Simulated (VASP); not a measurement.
# Sc (Im-3m) in VASP: further runs, part 2 of 2

VASP 6.6.1. Earlier steps stand in the parts before.

### 3 Single point, r2SCAN

This run uses another cell than the first one, of 25.08 Å³/atom.

POSCAR reads:

```
Sc
1.0
   -1.8440528287      1.8440528287      1.8440528287
    1.8440528287     -1.8440528287      1.8440528287
    1.8440528287      1.8440528287     -1.8440528287
Sc
1
Direct
    0.0000000000      0.0000000000      0.0000000000
```

INCAR.step1 reads:

```
SYSTEM = Sc
PREC = Accurate
ENCUT = 520
ISMEAR = 0
SIGMA = 0.05
LREAL = .False.
LASPH = .True.
NELM = 100
NBANDS = 12
GGA = PE
ALGO = Normal
EDIFF = 1E-4
LWAVE = .True.
LCHARG = .False.
```

INCAR.step2 reads:

```
SYSTEM = Sc
PREC = Accurate
ENCUT = 520
EDIFF = 1E-6
ISMEAR = 0
SIGMA = 0.05
LREAL = .False.
LASPH = .True.
NELM = 100
ALGO = Normal
ISIF = 2
LWAVE = .False.
LCHARG = .True.
METAGGA = R2SCAN
LMIXTAU = .True.
LELF = .True.
LVHAR = .True.
NBANDS = 12
ISTART = 1
```

KPOINTS reads:

```
Automatic mesh
0
Gamma
  16 16 16
  0 0 0
```

Potentials or basis: VASP PAW PBE potentials, release 64 (Sc_sv).

The run is started by

```bash
cat potpaw_PBE.64/Sc_sv/POTCAR > POTCAR
cp INCAR.step1 INCAR
mpirun -np 1 vasp_std > vasp.out
cp INCAR.step2 INCAR
mpirun -np 1 vasp_std > vasp.out
```

OUTCAR:

```text
SYSTEM = Sc
   PREC = Accurate
   ENCUT = 520
   EDIFF = 1E-6
   ISMEAR = 0
   LREAL = .False.
   LASPH = .True.
   NELM = 100
   ISIF = 2
   METAGGA = R2SCAN
   ISTART = 1

 ion  position               nearest neighbor table
   1  0.000  0.000  0.000-

  LATTYP: Found a body centered cubic cell.
 ALAT       =     3.6881056574

  Lattice vectors:

 A1 = (  -1.8440528287,   1.8440528287,   1.8440528287)
 A2 = (   1.8440528287,  -1.8440528287,   1.8440528287)
 A3 = (   1.8440528287,   1.8440528287,  -1.8440528287)

Analysis of symmetry for initial positions (statically):
=====================================================================
 Subroutine PRICEL returns:
 Original cell was already a primitive cell.

 Routine SETGRP: Setting up the symmetry group for a
 body centered cubic supercell.

 Subroutine GETGRP returns: Found 48 space group operations
 (whereof 48 operations were pure point group operations)
 out of a pool of 48 trial point group operations.

The static configuration has the point symmetry O_h .

Analysis of symmetry for dynamics (positions and initial velocities):
=====================================================================
 Subroutine PRICEL returns:
 Original cell was already a primitive cell.

 Routine SETGRP: Setting up the symmetry group for a
 body centered cubic supercell.

 Subroutine GETGRP returns: Found 48 space group operations
 (whereof 48 operations were pure point group operations)
 out of a pool of 48 trial point group operations.

The dynamic configuration has the point symmetry O_h .

 Subroutine INISYM returns: Found 48 space group operations
 (whereof 48 operations are pure point group operations),
 and found     1 'primitive' translations

----------------------------------------------------------------------------------------

                                     Primitive cell

  volume of cell :      25.0830

  direct lattice vectors                    reciprocal lattice vectors
    -1.844052829  1.844052829  1.844052829     0.000000000  0.271141907  0.271141907
     1.844052829 -1.844052829  1.844052829     0.271141907  0.000000000  0.271141907
     1.844052829  1.844052829 -1.844052829     0.271141907  0.271141907  0.000000000

  length of vectors
     3.193993191  3.193993191  3.193993191     0.383452562  0.383452562  0.383452562

  position of ions in fractional coordinates (direct lattice)
     0.000000000  0.000000000  0.000000000

  ion indices of the primitive-cell ions
   primitive index   ion index
                 1           1

----------------------------------------------------------------------------------------

 KPOINTS: Automatic mesh

Automatic generation of k-mesh.
 Grid dimensions read from file:
 generate k-points for:   16   16   16

 Generating k-lattice:

  Cartesian coordinates                     Fractional coordinates (reciprocal lattice)
     0.000000000  0.016946369  0.016946369     0.062500000  0.000000000  0.000000000
     0.016946369  0.000000000  0.016946369     0.000000000  0.062500000  0.000000000
     0.016946369  0.016946369  0.000000000     0.000000000  0.000000000  0.062500000

  Length of vectors
     0.023965785  0.023965785  0.023965785

  Shift w.r.t. Gamma in fractional coordinates (k-lattice)
     0.000000000  0.000000000  0.000000000

 Subroutine IBZKPT returns following result:
 ===========================================

 Found    145 irreducible k-points:

 Following reciprocal coordinates:
            Coordinates               Weight
  0.000000  0.000000  0.000000      1.000000
  0.062500  0.000000  0.000000     12.000000
  0.125000  0.000000  0.000000     12.000000
  0.187500  0.000000  0.000000     12.000000
  0.250000  0.000000  0.000000     12.000000
  0.312500  0.000000  0.000000     12.000000
[... 16 lines left out ...]
  0.187500  0.187500  0.000000     24.000000
  0.250000  0.187500 -0.000000     48.000000
 [... further k-points ...]
   k-points           NKPTS =    145   k-points in BZ     NKDIM =    145   number of bands    NBANDS=     12
   number of dos      NEDOS =    301   number of ions     NIONS =      1
   total plane-waves  NPLWV =  13824
   dimension x,y,z NGX =    24 NGY =   24 NGZ =   24
   dimension x,y,z NGXF=    48 NGYF=   48 NGZF=   48
   ions per type =               1
   NGX,Y,Z   is equivalent  to a cutoff of  12.49, 12.49, 12.49 a.u.
   NGXF,Y,Z  is equivalent  to a cutoff of  24.98, 24.98, 24.98 a.u.
 SYSTEM =  Sc
   PREC   = accura    normal or accurate (medium, high low for compatibility)
   ISTART =      1    job   : 0-new  1-cont  2-samecut
   ICHARG =      0    charge: 1-file 2-atom 10-const
   ISPIN  =      1    spin polarized calculation?
   LNONCOLLINEAR =      F non collinear calculations
   LSORBIT =      F    spin-orbit coupling
   LASPH  =      T    aspherical Exc in radial PAW
   ENCUT  =  520.0 eV  38.22 Ry    6.18 a.u.   5.94  5.94  5.94*2*pi/ulx,y,z
   NELM   =    100;   NELMIN=  2; NELMDL=  0     # of ELM steps
   EDIFF  = 0.1E-05   stopping-criterion for ELM
   LREAL  =      F    real-space projection
   EDIFFG = 0.1E-04   stopping-criterion for IOM
   NSW    =      0    number of steps for IOM
   IBRION =     -1    ionic relax: 0-MD 1-quasi-New 2-CG
   NFREE  =      0    steps in history (QN), initial steepest desc. (CG)
   ISIF   =      2    stress and relaxation
   ISYM   =      2    0-nonsym 1-usesym 2-fastsym
   POTIM  = 0.5000    time-step for ionic-motion
   TEBEG  =    0.0;   TEEND  =   0.0 temperature during run
   PSTRESS=    0.0 pullay stress
   NELECT =      11.0000    total number of electrons
   NUPDOWN=      -1.0000    fix difference up-down
   EMIN   =  10.00;   EMAX   =-10.00  energy-range for DOS
   EFERMI =   0.00;   METHOD = LEGACY
   ISMEAR =     0;   SIGMA  =   0.05  broadening in eV -4-tet -1-fermi 0-gaus
   EFERMI_NEDOS =   21; number of points for ismear=-14 and -15
   IALGO  =     38    algorithm
   IMIX   =      4    mixing-type and parameters
     AMIX     =   0.40;   BMIX     =  1.00
     AMIX_MAG =   1.60;   BMIX_MAG =  1.00
  volume/ion in A,a.u.               =      25.08       169.27
  Fermi-wavevector in a.u.,A,eV,Ry     =   1.243786  2.350415 21.048266  1.547004
  Thomas-Fermi vector in A             =   2.378082
   LORBIT       =      0    0 simple, 1 ext, 2 COOP (PROOUT), +10 PAW based schemes
   METAGGA = R2SCAN    functional components
   LHFCALC =     F    Hartree Fock is set to
   AEXX    =    0.0000 exact exchange contribution
   IVDW    =     0    specifies the selected vdW correction
   LEPSILON=     F    determine dielectric tensor
   LRPA    =     F    only Hartree local field effects (RPA)
 non-spin polarized calculation
 Gauss-broadening in eV      SIGMA  =   0.05
  energy-cutoff  :      520.00
  volume of cell :       25.08
 maximum number of plane-waves:       691
   NGX = 11   NGY = 11   NGZ = 11

 number of electron      10.9999999 magnetization

 Free energy of the ion-electron system (eV)
  ---------------------------------------------------
  ext. energy  EPLUGINS =         0.00000000
  ---------------------------------------------------
  free energy    TOTEN  =       -11.28072035 eV

  energy without entropy =      -11.27800134  energy(sigma->0) =      -11.27936085

 E-fermi :   3.7331     XC(G=0): -10.5233

 val. band max:        3.7160001754   @ k =   0.1875   0.1875   0.1875
 cond. band min:       3.7372638595   @ k =  -0.3750   0.3750   0.1875
 fundamental gap:      0.0212636841
 Fermi energy:         3.7331474195

 k-point     1 :       0.0000    0.0000    0.0000
  band No.  band energies     occupation
      1     -48.0495      2.00000
      2     -25.4861      2.00000
      3     -25.4861      2.00000
      4     -25.4861      2.00000
      5      -1.8287      2.00000
      6       5.4209      0.00000
      7       5.4209      0.00000
      8       5.4209      0.00000
      9       6.7352      0.00000
     10       6.7352      0.00000
     11      18.2880      0.00000
     12      18.2881      0.00000

 k-point     2 :       0.0625    0.0000    0.0000
  band No.  band energies     occupation
      1     -48.0472      2.00000
      2     -25.5011      2.00000
      3     -25.4907      2.00000
      4     -25.4861      2.00000
      5      -1.7205      2.00000
      6       5.3657      0.00000
      7       5.3980      0.00000
      8       5.4979      0.00000
      9       6.6711      0.00000
     10       6.7380      0.00000
     11      18.0877      0.00000
     12      18.2685      0.00000
[... 316 lines left out ...]
 k-point    24 :       0.2500    0.1875   -0.0000
  band No.  band energies     occupation
      1     -47.9959      2.00000
      2     -25.7832      2.00000
      3     -25.6062      2.00000
      4     -25.5176      2.00000
      5       1.4200      2.00000
      6       3.9104      0.00000
      7       4.3552      0.00000
      8       6.5163      0.00000
      9       7.0655      0.00000
     10       7.8640      0.00000
     11      12.9483      0.00000
     12      13.8443      0.00000

 [... further k-points ...]
[... 5 lines left out ...]
  --------------------------------------------------------------------------------------
  -------------------------------------------------------------------------------------
  Total        0.0286362      0.0286362      0.0286362      0.0000000      0.0000000     -0.0000000
  in kB        1.8291343      1.8291343      1.8291343      0.0000000      0.0000000     -0.0000000
  external PRESSURE =       1.8291343 kB  Pullay stress =       0.0000000 kB

 VOLUME and BASIS-vectors are now :
 -----------------------------------------------------------------------------
  energy-cutoff  :      520.00
  volume of cell :       25.08
      direct lattice vectors                 reciprocal lattice vectors
    -1.844052829  1.844052829  1.844052829     0.000000000  0.271141907  0.271141907
     1.844052829 -1.844052829  1.844052829     0.271141907  0.000000000  0.271141907
     1.844052829  1.844052829 -1.844052829     0.271141907  0.271141907  0.000000000

 POSITION                                       TOTAL-FORCE (eV/Angst)
 -----------------------------------------------------------------------------------
      0.00000      0.00000      0.00000        -0.000000     -0.000000     -0.000000
 -----------------------------------------------------------------------------------
    total drift:                               -0.000000      0.000000      0.000000

  FREE ENERGIE OF THE ION-ELECTRON SYSTEM (eV)
  ---------------------------------------------------
  free  energy   TOTEN  =       -11.2807203523 eV

  energy  without entropy=      -11.2780013443  energy(sigma->0) =      -11.27936085
```

OUTCAR.step1:

```text
SYSTEM = Sc
   PREC = Accurate
   ENCUT = 520
   ISMEAR = 0
   LREAL = .False.
   LASPH = .True.
   NELM = 100
[... 576 lines left out ...]
 -----------------------------------------------------------------------------------
      0.00000      0.00000      0.00000         0.000000     -0.000000     -0.000000
 -----------------------------------------------------------------------------------
    total drift:                                0.000000     -0.000000      0.000000

  FREE ENERGIE OF THE ION-ELECTRON SYSTEM (eV)
  ---------------------------------------------------
  free  energy   TOTEN  =        -6.1454335121 eV

  energy  without entropy=       -6.1414421089  energy(sigma->0) =       -6.14343781
```

Run time: 1.9 min. Hardware: 1 thread of AMD EPYC 7R13 (Zen 3), shared host; peak memory 0.14 GiB.

Results:

| Item | Value |
| --- | --- |
| Free energy | -11.2807 eV |
| Pressure | 0.2 GPa |
| Band gap on the k mesh | zero (an odd number of electrons rules out a gap without spin polarisation) |

Caveat: the PAW data sets were made with another functional, which shifts forces and pressure a little.
